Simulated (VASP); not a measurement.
A run of VASP 6.6.1 is set up as follows.

INCAR

```
PREC = Accurate ; ENCUT = 600
EDIFF = 1E-6 ; ISMEAR = 0
SIGMA = 0.01 ; LREAL = False
LASPH = True ; NELM = 80
ALGO = Normal ; ISIF = 3
LWAVE = False ; LCHARG = False
GGA = B5 ; ALDAX = 1.0
AGGAX = 1.0 ; AGGAC = 1.0
ALDAC = 0.0 ; IVDW = 12
VDW_S6 = 1.0 ; VDW_S8 = 2.6996
VDW_A1 = 0.4298 ; VDW_A2 = 4.2359
IBRION = 2 ; NSW = 80
EDIFFG = -0.03
```

KPOINTS

```
Automatic mesh
0
Gamma
  5 5 5
```

Contents of POSCAR:

```
CO2
1.0
    3.5161000000      0.0000000000      0.0000000000
    0.0000000000      3.5161000000      0.0000000000
    0.0000000000      0.0000000000      4.1043000000
C O
2 4
Direct
    0.0000000000      0.0000000000      0.0000000000
    0.5000000000      0.5000000000      0.5000000000
    0.2300000000      0.2300000000      0.0000000000
    0.2700000000      0.7300000000      0.5000000000
    0.7700000000      0.7700000000      0.0000000000
    0.7300000000      0.2700000000      0.5000000000
```

Potentials or basis: VASP PAW PBE potentials, release 64 (C, O).

The run is started by

```console
$ cat potpaw_PBE.64/C/POTCAR potpaw_PBE.64/O/POTCAR > POTCAR
$ mpirun -np 1 vasp_std > vasp.out
```

(1) Predict the dispersion energy per atom.

(2) Predict the space group after relaxing (to 0.05 Å).

Answers

(1) -0.151 eV.

(2) P4_2/mnm (No. 136).
